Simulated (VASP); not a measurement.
# AlGaN2 (P-4m2) in VASP: a series of runs

AlGaN2 is run at these levels: r2SCAN; tasks: single point.

All numbers are computed with VASP 6.6.1; they aren't measurements. Logs are shortened: lines on timing, memory, paths and dates and some standing lists are left out, and cuts for length are marked.

## Step 1: The cell of the first run

Symmetry: P-4m2, No. 115, tetragonal system. The conventional cell has a = 3.201 Å, b = 3.201 Å, c = 4.324 Å, α = 90.00°, β = 90.00°, γ = 90.00°. Al (site symmetry -4m2) has 4 N at 1.90 Å within 2.5 Å. Ga (site symmetry -4m2) has 4 N at 1.96 Å within 2.6 Å. N (site symmetry 2mm) has 2 Al at 1.90 Å and 2 Ga at 1.96 Å within 2.5 Å.

## Step 2: Single point, r2SCAN (biaxial strain in the a-b plane: +2.0 %, then relaxed in part)

Input file POSCAR:

```
AlGaN2
1.0
    3.2012969537      0.0000000000      0.0000000000
    0.0000000000      3.2012969537      0.0000000000
    0.0000000000      0.0000000000      4.3238891870
Al Ga N
1 1 2
Direct
    0.5000000000      0.5000000000      0.5000000000
    0.0000000000      0.0000000000      0.0000000000
    0.5000000000      0.0000000000      0.7384412897
    0.0000000000      0.5000000000      0.2615587103
```

Input file INCAR.step1:

```
PREC = Accurate
ENCUT = 1460
ISMEAR = 0
SIGMA = 0.02
LREAL = F
LASPH = T
NELM = 120
NBANDS = 21
GGA = PE
ALGO = Normal
EDIFF = 1E-5
LWAVE = T
LCHARG = F
GGA_COMPAT = F
```

Input file INCAR.step2:

```
PREC = Accurate
ENCUT = 1460
EDIFF = 1E-6
ISMEAR = 0
SIGMA = 0.02
LREAL = F
LASPH = T
NELM = 120
ALGO = Normal
ISIF = 2
LWAVE = F
LCHARG = F
METAGGA = R2SCAN
LMIXTAU = T
NBANDS = 21
ISTART = 1
GGA_COMPAT = F
```

Input file KPOINTS:

```
Automatic mesh
0
Gamma
  8 8 6
```

Potentials or basis: VASP PAW PBE potentials, release 64 (Al, Ga_d, N_h).

On the command line:

```bash
$ cat potpaw_PBE.64/Al/POTCAR potpaw_PBE.64/Ga_d/POTCAR potpaw_PBE.64/N_h/POTCAR > POTCAR
$ cp INCAR.step1 INCAR
$ mpirun -np 1 vasp_std > vasp.out
$ cp INCAR.step2 INCAR
$ mpirun -np 1 vasp_std > vasp.out
```

OUTCAR:

```text
PREC = Accurate
   ENCUT = 1460
   EDIFF = 1E-6
   ISMEAR = 0
   LREAL = F
   LASPH = T
   NELM = 120
   ISIF = 2
   METAGGA = R2SCAN
   ISTART = 1

 ion  position               nearest neighbor table
   1  0.500  0.500  0.500-   3 1.90   4 1.90   3 1.90   4 1.90   2 3.13   2 3.13   2 3.13   2 3.13
                             2 3.13   2 3.13   2 3.13   2 3.13
   2  0.000  0.000  0.000-   3 1.96   4 1.96   4 1.96   3 1.96   1 3.13   1 3.13   1 3.13   1 3.13
                             1 3.13   1 3.13   1 3.13   1 3.13
   3  0.500  0.000  0.738-   1 1.90   1 1.90   2 1.96   2 1.96
   4  0.000  0.500  0.262-   1 1.90   1 1.90   2 1.96   2 1.96

  LATTYP: Found a simple tetragonal cell.
 ALAT       =     3.2012969537
 C/A-ratio  =     1.3506679479

  Lattice vectors:

 A1 = (   3.2012969537,   0.0000000000,   0.0000000000)
 A2 = (   0.0000000000,   3.2012969537,   0.0000000000)
 A3 = (   0.0000000000,   0.0000000000,   4.3238891870)

Analysis of symmetry for initial positions (statically):
=====================================================================
 Subroutine PRICEL returns:
 Original cell was already a primitive cell.

 Routine SETGRP: Setting up the symmetry group for a
 simple tetragonal supercell.

 Subroutine GETGRP returns: Found  8 space group operations
 (whereof  8 operations were pure point group operations)
 out of a pool of 16 trial point group operations.

The static configuration has the point symmetry D_2d.

Analysis of symmetry for dynamics (positions and initial velocities):
=====================================================================
 Subroutine PRICEL returns:
 Original cell was already a primitive cell.

 Routine SETGRP: Setting up the symmetry group for a
 simple tetragonal supercell.

 Subroutine GETGRP returns: Found  8 space group operations
 (whereof  8 operations were pure point group operations)
 out of a pool of 16 trial point group operations.

The dynamic configuration has the point symmetry D_2d.

 Subroutine INISYM returns: Found  8 space group operations
 (whereof  8 operations are pure point group operations),
 and found     1 'primitive' translations

----------------------------------------------------------------------------------------

                                     Primitive cell

  volume of cell :      44.3125

  direct lattice vectors                    reciprocal lattice vectors
     3.201296954  0.000000000  0.000000000     0.312373396  0.000000000  0.000000000
     0.000000000  3.201296954  0.000000000     0.000000000  0.312373396  0.000000000
     0.000000000  0.000000000  4.323889187     0.000000000  0.000000000  0.231273272

  length of vectors
     3.201296954  3.201296954  4.323889187     0.312373396  0.312373396  0.231273272

  position of ions in fractional coordinates (direct lattice)
     0.500000000  0.500000000  0.500000000
     0.000000000  0.000000000  0.000000000
     0.500000000  0.000000000  0.738441290
     0.000000000  0.500000000  0.261558710

  ion indices of the primitive-cell ions
   primitive index   ion index
                 1           1
                 2           2
                 3           3
                 4           4

----------------------------------------------------------------------------------------

 KPOINTS: Automatic mesh

Automatic generation of k-mesh.
 Grid dimensions read from file:
 generate k-points for:    8    8    6

 Generating k-lattice:

  Cartesian coordinates                     Fractional coordinates (reciprocal lattice)
     0.039046674  0.000000000  0.000000000     0.125000000  0.000000000  0.000000000
     0.000000000  0.039046674  0.000000000     0.000000000  0.125000000  0.000000000
     0.000000000  0.000000000  0.038545545     0.000000000  0.000000000  0.166666667

  Length of vectors
     0.039046674  0.039046674  0.038545545

  Shift w.r.t. Gamma in fractional coordinates (k-lattice)
     0.000000000  0.000000000  0.000000000

 Subroutine IBZKPT returns following result:
 ===========================================

 Found     60 irreducible k-points:

 Following reciprocal coordinates:
            Coordinates               Weight
  0.000000  0.000000  0.000000      1.000000
  0.125000  0.000000  0.000000      4.000000
  0.250000  0.000000  0.000000      4.000000
  0.375000  0.000000  0.000000      4.000000
  0.500000  0.000000  0.000000      2.000000
  0.125000  0.125000  0.000000      4.000000
[... 16 lines left out ...]
  0.375000  0.125000  0.166667     16.000000
  0.500000  0.125000  0.166667      8.000000
 [... further k-points ...]
   k-points           NKPTS =     60   k-points in BZ     NKDIM =     60   number of bands    NBANDS=     21
   number of dos      NEDOS =    301   number of ions     NIONS =      4
   total plane-waves  NPLWV =  86400
   dimension x,y,z NGX =    40 NGY =   40 NGZ =   54
   dimension x,y,z NGXF=    80 NGYF=   80 NGZF=  108
   ions per type =               1   1   2
   NGX,Y,Z   is equivalent  to a cutoff of  20.77, 20.77, 20.76 a.u.
   NGXF,Y,Z  is equivalent  to a cutoff of  41.54, 41.54, 41.52 a.u.
 SYSTEM =  unknown system
   PREC   = accura    normal or accurate (medium, high low for compatibility)
   ISTART =      1    job   : 0-new  1-cont  2-samecut
   ICHARG =      0    charge: 1-file 2-atom 10-const
   ISPIN  =      1    spin polarized calculation?
   LNONCOLLINEAR =      F non collinear calculations
   LSORBIT =      F    spin-orbit coupling
   LASPH  =      T    aspherical Exc in radial PAW
   ENCUT  = 1460.0 eV 107.31 Ry   10.36 a.u.   9.97  9.97 13.47*2*pi/ulx,y,z
   NELM   =    120;   NELMIN=  2; NELMDL=  0     # of ELM steps
   EDIFF  = 0.1E-05   stopping-criterion for ELM
   LREAL  =      F    real-space projection
   EDIFFG = 0.1E-04   stopping-criterion for IOM
   NSW    =      0    number of steps for IOM
   IBRION =     -1    ionic relax: 0-MD 1-quasi-New 2-CG
   NFREE  =      0    steps in history (QN), initial steepest desc. (CG)
   ISIF   =      2    stress and relaxation
   ISYM   =      2    0-nonsym 1-usesym 2-fastsym
   POTIM  = 0.5000    time-step for ionic-motion
   TEBEG  =    0.0;   TEEND  =   0.0 temperature during run
   PSTRESS=    0.0 pullay stress
   NELECT =      26.0000    total number of electrons
   NUPDOWN=      -1.0000    fix difference up-down
   EMIN   =  10.00;   EMAX   =-10.00  energy-range for DOS
   EFERMI =   0.00;   METHOD = LEGACY
   ISMEAR =     0;   SIGMA  =   0.02  broadening in eV -4-tet -1-fermi 0-gaus
   EFERMI_NEDOS =   21; number of points for ismear=-14 and -15
   IALGO  =     38    algorithm
   IMIX   =      4    mixing-type and parameters
     AMIX     =   0.40;   BMIX     =  1.00
     AMIX_MAG =   1.60;   BMIX_MAG =  1.00
  volume/ion in A,a.u.               =      11.08        74.76
  Fermi-wavevector in a.u.,A,eV,Ry     =   1.370536  2.589938 25.556762  1.878369
  Thomas-Fermi vector in A             =   2.496313
   LORBIT       =      0    0 simple, 1 ext, 2 COOP (PROOUT), +10 PAW based schemes
   METAGGA = R2SCAN    functional components
   LHFCALC =     F    Hartree Fock is set to
   AEXX    =    0.0000 exact exchange contribution
   IVDW    =     0    specifies the selected vdW correction
   LEPSILON=     F    determine dielectric tensor
   LRPA    =     F    only Hartree local field effects (RPA)
 non-spin polarized calculation
 Gauss-broadening in eV      SIGMA  =   0.02
  energy-cutoff  :     1460.00
  volume of cell :       44.31
 maximum number of plane-waves:      5708
 NGX is ok and might be reduce to    40
   NGX = 19   NGY = 19   NGZ = 27

 number of electron      25.9999999 magnetization

 Free energy of the ion-electron system (eV)
  ---------------------------------------------------
  ext. energy  EPLUGINS =         0.00000000
  ---------------------------------------------------
  free energy    TOTEN  =       -41.04958838 eV

  energy without entropy =      -41.04958838  energy(sigma->0) =      -41.04958838

 E-fermi :   5.6372     XC(G=0): -11.9817

 val. band max:        5.4828278680   @ k =   0.0000   0.0000   0.0000
 cond. band min:       8.7689981660   @ k =   0.0000   0.0000   0.0000
 fundamental gap:      3.2861702980
 Fermi energy:         5.6372454252

 k-point     1 :       0.0000    0.0000    0.0000
  band No.  band energies     occupation
      1     -10.6393      2.00000
      2      -9.0885      2.00000
      3      -7.8096      2.00000
      4      -7.8096      2.00000
      5      -7.7390      2.00000
      6      -7.5804      2.00000
[... 13 lines left out ...]
     20      19.6226      0.00000
     21      21.1845      0.00000

 k-point     2 :       0.1250    0.0000    0.0000
  band No.  band energies     occupation
      1     -10.5125      2.00000
      2      -9.0922      2.00000
      3      -7.8082      2.00000
      4      -7.8073      2.00000
      5      -7.7214      2.00000
      6      -7.5906      2.00000
[... 13 lines left out ...]
     20      19.4111      0.00000
     21      20.6671      0.00000

 k-point     3 :       0.2500    0.0000    0.0000
  band No.  band energies     occupation
      1     -10.1710      2.00000
      2      -9.1171      2.00000
      3      -7.8014      2.00000
      4      -7.7795      2.00000
      5      -7.6579      2.00000
      6      -7.6152      2.00000
[... 13 lines left out ...]
     20      18.8080      0.00000
     21      19.5546      0.00000
[... 457 lines left out ...]
 k-point    23 :       0.3750    0.1250    0.1667
  band No.  band energies     occupation
      1      -9.6222      2.00000
      2      -9.1827      2.00000
      3      -7.7990      2.00000
      4      -7.6941      2.00000
      5      -7.6584      2.00000
      6      -7.4060      2.00000
[... 13 lines left out ...]
     20      18.4746      0.00000
     21      18.6956      0.00000

 k-point    24 :       0.5000    0.1250    0.1667
  band No.  band energies     occupation
      1      -9.4008      2.00000
      2      -9.2706      2.00000
      3      -7.7934      2.00000
      4      -7.6813      2.00000
      5      -7.6691      2.00000
      6      -7.1382      2.00000
[... 13 lines left out ...]
     20      18.3353      0.00000
     21      18.4887      0.00000

 [... further k-points ...]
[... 5 lines left out ...]
  --------------------------------------------------------------------------------------
  -------------------------------------------------------------------------------------
  Total       -1.4133874     -1.4133874      0.0713351      0.0000000      0.0000000     -0.0000000
  in kB      -51.1028733    -51.1028733      2.5792136      0.0000000      0.0000000     -0.0000000
  external PRESSURE =     -33.2088443 kB  Pullay stress =       0.0000000 kB

 VOLUME and BASIS-vectors are now :
 -----------------------------------------------------------------------------
  energy-cutoff  :     1460.00
  volume of cell :       44.31
      direct lattice vectors                 reciprocal lattice vectors
     3.201296954  0.000000000  0.000000000     0.312373396  0.000000000  0.000000000
     0.000000000  3.201296954  0.000000000     0.000000000  0.312373396  0.000000000
     0.000000000  0.000000000  4.323889187     0.000000000  0.000000000  0.231273272

 POSITION                                       TOTAL-FORCE (eV/Angst)
 -----------------------------------------------------------------------------------
      1.60065      1.60065      2.16194        -0.000000      0.000000     -0.000000
      0.00000      0.00000      0.00000         0.000000     -0.000000     -0.000000
      1.60065      0.00000      3.19294        -0.000000     -0.000000     -0.085040
      0.00000      1.60065      1.13095        -0.000000     -0.000000      0.085040
 -----------------------------------------------------------------------------------
    total drift:                               -0.000000      0.000000     -0.000000

  FREE ENERGIE OF THE ION-ELECTRON SYSTEM (eV)
  ---------------------------------------------------
  free  energy   TOTEN  =       -41.0495883765 eV

  energy  without entropy=      -41.0495883765  energy(sigma->0) =      -41.04958838
```

Run time: 8.9 min. Hardware: 1 thread of Intel Xeon Platinum 8259CL at 2.50GHz (Skylake/Cascade Lake), shared host; peak memory 0.5 GiB.

What came out:

```
Free energy            : -41.0496 eV
Pressure               : -3.3 GPa
Largest force          : 0.085 eV/Å
Band gap on the k mesh : 3.29 eV
```

Forces in eV/Å, atoms in the order of the input:
```
Al   0.000  0.000  0.000
Ga   0.000  0.000  0.000
N    0.000  0.000 -0.085
N    0.000  0.000  0.085
```

Stress tensor (GPa, compression positive):
```
-5.11  0.00  0.00
 0.00 -5.11  0.00
 0.00  0.00  0.26
```

Levels at points of the mesh, in eV from the valence-band top:
```
           k point  band 10  band 11  band 12  band 13  band 14  band 15  band 16  band 17
(0.00, 0.00, 0.00)    -2.52    -0.05     0.00     0.00     3.29     4.00     7.86    12.04
(0.50, 0.00, 0.00)    -2.71    -2.61    -1.15    -0.79     7.58     7.73     8.42     8.84
(0.50, 0.50, 0.00)    -2.15    -2.11    -2.11    -2.07     3.97     3.97     7.22     9.69
(0.00, 0.00, 0.50)    -1.68    -1.68    -1.07    -1.07     5.87     6.08     8.48     9.71
(0.50, 0.00, 0.50)    -1.12    -0.71    -0.64    -0.36     5.70     7.16     9.96    10.22
(0.50, 0.50, 0.50)    -3.91    -3.25    -3.14    -3.14     7.07     7.07     9.53    11.52
```

Caveat: the cell differs from its parent crystal (biaxial strain in the a-b plane: +2.0 %, then relaxed in part); the stress differs along the axes, from -5 to 0 GPa; the PAW data sets were made with another functional, which shifts forces and pressure a little.

## Step 3: Single point, r2SCAN (biaxial strain in the a-b plane: +2.0 %)

Input file POSCAR:

```
AlGaN2
1.0
    3.2012969537      0.0000000000      0.0000000000
    0.0000000000      3.2012969537      0.0000000000
    0.0000000000      0.0000000000      4.3692884588
Al Ga N
1 1 2
Direct
    0.5000000000      0.5000000000      0.5000000000
    0.0000000000      0.0000000000      0.0000000000
    0.5000000000      0.0000000000      0.7390831718
    0.0000000000      0.5000000000      0.2609168282
```

Input file INCAR.step1:

```
PREC = Accurate ; ENCUT = 1460
ISMEAR = 0 ; SIGMA = 0.02
LREAL = F ; LASPH = T
NELM = 120 ; NBANDS = 21
GGA = PE ; ALGO = Normal
EDIFF = 1E-5 ; LWAVE = T
LCHARG = F ; GGA_COMPAT = F
```

Input file INCAR.step2:

```
PREC = Accurate ; ENCUT = 1460
EDIFF = 1E-6 ; ISMEAR = 0
SIGMA = 0.02 ; LREAL = F
LASPH = T ; NELM = 120
ALGO = Normal ; ISIF = 2
LWAVE = F ; LCHARG = T
METAGGA = R2SCAN ; LMIXTAU = T
LELF = T ; LVHAR = T
NBANDS = 21 ; ISTART = 1
GGA_COMPAT = F
```

Input file KPOINTS:

```
regular mesh
0
Gamma
  8 8 6
```

Potentials or basis: VASP PAW PBE potentials, release 64 (Al, Ga_d, N_h).

On the command line:

```bash
$ cat potpaw_PBE.64/Al/POTCAR potpaw_PBE.64/Ga_d/POTCAR potpaw_PBE.64/N_h/POTCAR > POTCAR
$ cp INCAR.step1 INCAR
$ mpirun -np 1 vasp_std > vasp.out
$ cp INCAR.step2 INCAR
$ mpirun -np 1 vasp_std > vasp.out
```

OUTCAR:

```text
PREC = Accurate
   ENCUT = 1460
   EDIFF = 1E-6
   ISMEAR = 0
   LREAL = F
   LASPH = T
   NELM = 120
   ISIF = 2
   METAGGA = R2SCAN
   ISTART = 1

 ion  position               nearest neighbor table
   1  0.500  0.500  0.500-   3 1.91   4 1.91   3 1.91   4 1.91
   2  0.000  0.000  0.000-   3 1.97   4 1.97   4 1.97   3 1.97
   3  0.500  0.000  0.739-   1 1.91   1 1.91   2 1.97   2 1.97
   4  0.000  0.500  0.261-   1 1.91   1 1.91   2 1.97   2 1.97

  LATTYP: Found a simple tetragonal cell.
[... 768 lines left out ...]
     20      18.1606      0.00000
     21      18.2759      0.00000

 [... further k-points ...]
[... 5 lines left out ...]
  --------------------------------------------------------------------------------------
  -------------------------------------------------------------------------------------
  Total       -1.8494449     -1.8494449     -0.6617177      0.0000000      0.0000000      0.0000000
  in kB      -66.1742990    -66.1742990    -23.6766750      0.0000000      0.0000000      0.0000000
  external PRESSURE =     -52.0084243 kB  Pullay stress =       0.0000000 kB

 VOLUME and BASIS-vectors are now :
 -----------------------------------------------------------------------------
  energy-cutoff  :     1460.00
  volume of cell :       44.78
      direct lattice vectors                 reciprocal lattice vectors
     3.201296954  0.000000000  0.000000000     0.312373396  0.000000000  0.000000000
     0.000000000  3.201296954  0.000000000     0.000000000  0.312373396  0.000000000
     0.000000000  0.000000000  4.369288459     0.000000000  0.000000000  0.228870218

 POSITION                                       TOTAL-FORCE (eV/Angst)
 -----------------------------------------------------------------------------------
      1.60065      1.60065      2.18464        -0.000000     -0.000000      0.000000
      0.00000      0.00000      0.00000         0.000000      0.000000      0.000000
      1.60065      0.00000      3.22927        -0.000000     -0.000000     -0.131994
      0.00000      1.60065      1.14002         0.000000      0.000000      0.131994
 -----------------------------------------------------------------------------------
    total drift:                               -0.000000      0.000000      0.000000

  FREE ENERGIE OF THE ION-ELECTRON SYSTEM (eV)
  ---------------------------------------------------
  free  energy   TOTEN  =       -41.0463124710 eV

  energy  without entropy=      -41.0463124710  energy(sigma->0) =      -41.04631247
```

OSZICAR.step1:

```text
N       E                     dE             d eps       ncg     rms          rms(c)
DAV:   1     0.297239423033E+03    0.29724E+03   -0.22478E+04  2702   0.348E+03
DAV:   2     0.227156411943E+02   -0.27452E+03   -0.25789E+03  2670   0.715E+02
DAV:   3    -0.280499766615E+02   -0.50766E+02   -0.48925E+02  3112   0.172E+02
DAV:   4    -0.313003691682E+02   -0.32504E+01   -0.32285E+01  3025   0.433E+01
DAV:   5    -0.313869596072E+02   -0.86590E-01   -0.86549E-01  3159   0.662E+00    0.114E+01
DAV:   6    -0.269554840014E+02    0.44315E+01   -0.13992E+01  4007   0.485E+01    0.319E+00
DAV:   7    -0.270115273233E+02   -0.56043E-01   -0.10639E+00  2645   0.791E+00    0.213E+00
DAV:   8    -0.270065733424E+02    0.49540E-02   -0.14659E-01  3404   0.433E+00    0.636E-01
DAV:   9    -0.269970666319E+02    0.95067E-02   -0.31834E-02  3732   0.275E+00    0.152E-01
DAV:  10    -0.269974336574E+02   -0.36703E-03   -0.62716E-03  2905   0.579E-01    0.106E-01
DAV:  11    -0.269974208161E+02    0.12841E-04   -0.62809E-04  2944   0.236E-01    0.185E-02
DAV:  12    -0.269974302413E+02   -0.94252E-05   -0.72211E-05  3090   0.903E-02
   1 F= -.26997430E+02 E0= -.26997430E+02  d E =-.111382E-36
```

It took 6.6 min on 1 thread of Intel Xeon Platinum 8488C (Sapphire Rapids), shared host; peak memory 0.51 GiB.

Results:

| Property | Result |
| --- | --- |
| Free energy | -41.0463 eV |
| Pressure | -5.2 GPa |
| Largest force | 0.132 eV/Å |
| Band gap on the k mesh | 3.20 eV |

Forces on the atoms (eV/Å):
```
Al   0.000  0.000  0.000
Ga   0.000  0.000  0.000
N    0.000  0.000 -0.132
N    0.000  0.000  0.132
```

Stress tensor (GPa, compression positive):
```
-6.62  0.00  0.00
 0.00 -6.62  0.00
 0.00  0.00 -2.37
```

Caveat: the cell differs from its parent crystal (biaxial strain in the a-b plane: +2.0 %); the cell stands under tension; the PAW data sets were made with another functional, which shifts forces and pressure a little.

(Continued in part 2 of 2.)
